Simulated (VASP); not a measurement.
Ta3H, 4 atoms in the cell. The cell holds a slab with vacuum, 4 atoms: a = 2.874 Å, b = 2.874 Å, c = 20.027 Å, α = 90.00°, β = 90.00°, γ = 109.47°. 

| Property | Result |
| --- | --- |
| Program | VASP 6.6.1 |
| Task | single point |
| Functional | PBE |
| Potentials or basis | VASP PAW PBE potentials, release 64 (Ta_pv, H) |
| Cutoff | 520 eV |
| k mesh | 10 × 10 × 1 |
| Occupations | gaussian, width 0.1 eV |
| Spin | no spin polarisation |
| Dipole correction | yes |
| Further INCAR settings | ALGO = Normal; EDIFF = 1e-06; NBANDS = 25 |

Potentials or basis: VASP PAW PBE potentials, release 64 (Ta_pv, H).

Launch:

```bash
$ cat potpaw_PBE.64/Ta_pv/POTCAR potpaw_PBE.64/H/POTCAR > POTCAR
$ mpirun -np 1 vasp_std > vasp.out
```

Hardware: 1 thread of Intel(R) Xeon(R) Platinum 8259CL CPU @ 2.50GHz (Skylake/Cascade Lake), with other jobs on the host.

Problem. How long does it take, and how much memory?

Solution. Wall time 2.7 min on 1 thread of Intel(R) Xeon(R) Platinum 8259CL CPU @ 2.50GHz (Skylake/Cascade Lake), with other jobs on the host, peak memory 0.33 GiB. Counts: scf iterations 26, k points 31.
